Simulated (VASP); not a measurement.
Input of a VASP 6.6.1 run:

INCAR

```
SYSTEM = HCl
PREC = Accurate
ENCUT = 520
EDIFF = 1E-7
ISMEAR = -1
SIGMA = 0.02
LREAL = .False.
LASPH = .True.
NELM = 80
ALGO = Normal
ISIF = 2
LWAVE = .False.
LCHARG = .True.
GGA = CA
LELF = .True.
LVHAR = .True.
NBANDS = 36
```

Contents of KPOINTS:

```
regular mesh
0
Gamma
  1 1 1
  0 0 0
```

POSCAR

```
HCl
1.0
    6.7386640000      0.0000000000      0.0000000000
    0.0000000000      6.7386640000      0.0000000000
    0.0000000000      0.0000000000      6.7386640000
Cl H
6 6
Direct
    0.1557133580      0.0540760008      0.8126981847
    0.3617037442      0.6403198023      0.8114071276
    0.7578356778      0.8643553084      0.1327117660
    0.9865902203      0.3304660983      0.1904086626
    0.2925060516      0.9589586304      0.4107490743
    0.5330285054      0.3949002354      0.3916800125
    0.1065047909      0.1719480301      0.9694206448
    0.3003562724      0.8317227272      0.8561786134
    0.5849824238      0.8158738884      0.2088544554
    0.8541010503      0.1843095308      0.1953502950
    0.3540909593      0.8091366479      0.5342156843
    0.4218046782      0.2334884185      0.4507718444
```

Potentials or basis: VASP PAW LDA potentials, release 64 (Cl, H).

The run is started by

```console
$ cat potpaw_LDA.64/Cl/POTCAR potpaw_LDA.64/H/POTCAR > POTCAR
$ mpirun -np 1 vasp_gam > vasp.out
```

Question: Predict the pressure.

Answer: -0.9 GPa.

Question: Estimate the largest force.

Answer: 1.352 eV/Å.

Stress tensor (GPa, compression positive):
```
-0.50 -0.62  0.00
-0.62 -2.05  0.62
 0.00  0.62 -0.27
```

Caveat: the k points lie up to 0.93 Å⁻¹ apart; the atoms stand as in a frame of molecular dynamics.
